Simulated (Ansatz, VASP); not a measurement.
# LaOs3 in VASP and in Ansatz

The input INCAR:

```
PREC = Accurate
ENCUT = 520
EDIFF = 1E-6
ISMEAR = 0
SIGMA = 0.05
LREAL = False
LASPH = True
NELM = 60
ALGO = Normal
ISIF = 2
LWAVE = False
LCHARG = False
GGA = PE
NBANDS = 26
```

File KPOINTS:

```
regular mesh
0
Gamma
  8 8 8
```

The input POSCAR:

```
LaOs3
1.0
    4.1745384200      0.0000000000      0.0000000000
    0.0000000000      4.1745384200      0.0000000000
    0.0000000000      0.0000000000      4.1745384200
La Os
1 3
Direct
    0.0000000000      0.0000000000      0.0000000000
    0.0000000000      0.5000000000      0.5000000000
    0.5000000000      0.5000000000      0.0000000000
    0.5000000000      0.0000000000      0.5000000000
```

Input for Ansatz:

```yaml
crystal:
  lattice:
    - [4.17453842, 0.0, 0.0]
    - [0.0, 4.17453842, 0.0]
    - [0.0, 0.0, 4.17453842]
  atoms:
    - { symbol: La, position: [0.0, 0.0, 0.0] }
    - { symbol: Os, position: [0.0, 0.5, 0.5] }
    - { symbol: Os, position: [0.5, 0.5, 0.0] }
    - { symbol: Os, position: [0.5, 0.0, 0.5] }
basis:
  ecutwfc: 420
  ecutrho_ratio: 4
kpoints:
  mp_grid: { grid: [8, 8, 8] }
hamiltonian:
  xc: pbe
scf:
  occupations: { method: gaussian, width: 0.05 }
output:
  forces: true
  stress: true
  eigenvalues: true
```

Alike in both runs: task single point; functional PBE; k mesh 8 × 8 × 8; occupations gaussian, width 0.05 eV; no spin polarisation.

```csv
,VASP,Ansatz
version,VASP 6.6.1,Ansatz 0.2.0
potentials or method,"VASP PAW PBE potentials, release 64 (La, Os), cutoff 520 eV","scalar-relativistic, plane waves, PAW"
valence electrons in the cell,35,59
```

```tsv
	VASP	Ansatz	Ansatz less VASP
gap on the k mesh at the Fermi level (eV)	none	none	-
pressure (GPa)	-3.6	-3.6	+0.01
```

A gap of «none» marks a metal or a gap that the smearing closes. VASP's potentials hold 35 valence electrons a cell and Ansatz's 59, so a difference there can come from the potentials and not from the codes.

Neither program's run includes spin-orbit coupling.
